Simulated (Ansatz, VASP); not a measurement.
SrVO3: VASP beside Ansatz

```
Sr V O
1.0
     3.85886    0.00000    0.00000
     0.00000    3.85886    0.00000
     0.00000    0.00000    3.85886
Sr V O
1 1 3
Direct
  0.50000 0.50000 0.50000
  0.00000 0.00000 0.00000
  0.50000 0.00000 0.00000
  0.00000 0.50000 0.00000
  0.00000 0.00000 0.50000
```

Alike in both runs: functional PBE; k mesh 10 × 10 × 10; occupations gaussian, width 0.1 eV; collinear spin.

Ansatz relaxed the structure, and its values are those at the end. VASP's run is a single point on that final structure, the one shown.

```csv
,VASP,Ansatz
version,VASP 6.6.1,Ansatz 0.2.0
potentials or method,"VASP PAW PBE potentials, release 64 (Sr_sv, V_sv, O), cutoff 520 eV","scalar-relativistic, plane waves, PAW"
valence electrons in the cell,41,41
```

```csv
,VASP,Ansatz,Ansatz less VASP
gap on the k mesh at the Fermi level (eV),none,none,-
pressure (GPa),0.9,0.0,-0.89
net moment per atom (μB),0.07,0.07,0.000
size of the moment on the site where the two differ most (μB),0.32,0.26,-0.062
```

Site moments also hang on the region over which each program counts them. A gap of «none» marks a metal or a gap that the smearing closes.
